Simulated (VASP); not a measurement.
Input of a VASP 6.6.1 run:

INCAR

```
SYSTEM = AlGaN2
  PREC = Accurate
  ENCUT = 520
  EDIFF = 1E-6
  ISMEAR = 0
  SIGMA = 0.05
  LREAL = .FALSE.
  LASPH = .TRUE.
  NELM = 80
  ALGO = Normal
  ISIF = 2
  LWAVE = .FALSE.
  LCHARG = .FALSE.
  GGA = CA
  NBANDS = 21
```

The input KPOINTS:

```
regular mesh
0
G
  8 8 6
  0 0 0
```

File POSCAR:

```
AlGaN2
1.0
    3.1408770487      0.0000000000      0.0000000000
    0.0000000000      3.1408770487      0.0000000000
    0.0000000000      0.0000000000      4.4238379400
Al Ga N
1 1 2
Direct
    0.5000000000      0.5000000000      0.5000000000
    0.0000000000      0.0000000000      0.0000000000
    0.5000000000      0.0000000000      0.7619998567
    0.0000000000      0.5000000000      0.2380001433
```

Potentials or basis: VASP PAW LDA potentials, release 64 (Al, Ga_d, N).

Run with:

```console
$ cat potpaw_LDA.64/Al/POTCAR potpaw_LDA.64/Ga_d/POTCAR potpaw_LDA.64/N/POTCAR > POTCAR
$ mpirun -np 1 vasp_std > vasp.out
```

**Question.** Estimate the band gap on the k mesh.

**Answer.** 2.84 eV, direct.

**Question.** Estimate the largest force.

**Answer.** 2.393 eV/Å.

**Question.** Estimate the pressure.

**Answer.** -2.5 GPa.

Stress tensor (GPa, compression positive):
```
-2.19  0.00  0.00
 0.00 -2.19  0.00
 0.00  0.00 -3.16
```

Caveat: the cell differs from its parent crystal (mode 12 (682.2 1/cm) frozen in, largest displacement +0.105 Å); forces of over 1 eV/Å act on the atoms, so gaps and moduli don't describe the material at rest. A k mesh can miss the band edges.
